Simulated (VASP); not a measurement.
A run of VASP 6.6.1 is set up as follows.

Contents of INCAR:

```
ALGO = Normal
EDIFF = 1E-6
EDIFFG = -0.001
ENCUT = 600
GGA = PE
IBRION = 2
ISIF = 3
ISMEAR = 0
LASPH = T
LCHARG = F
LREAL = F
LWAVE = F
NELM = 100
NSW = 80
PREC = Accurate
SIGMA = 0.01
```

File KPOINTS:

```
k-points
0
Gamma
  10 10 10
```

File POSCAR:

```
BP
1.0
    0.0000000000      2.2690000000      2.2690000000
    2.2690000000      0.0000000000      2.2690000000
    2.2690000000      2.2690000000      0.0000000000
B P
1 1
Direct
    0.0000000000      0.0000000000      0.0000000000
    0.2500000000      0.2500000000      0.2500000000
```

Potentials or basis: VASP PAW PBE potentials, release 64 (B, P).

The run is started by

```sh
$ cat potpaw_PBE.64/B/POTCAR potpaw_PBE.64/P/POTCAR > POTCAR
$ mpirun -np 1 vasp_std > vasp.out
```

(1) Estimate the relaxed volume.

(2) Predict the relaxed cell.

(3) What does it give for the space group after relaxing (to 0.05 Å)?

Answers

(1) 11.75 Å³/atom.

(2) a = 3.215 Å, b = 3.215 Å, c = 3.215 Å, α = 60.00°, β = 60.00°, γ = 60.00°.

(3) F-43m (No. 216).
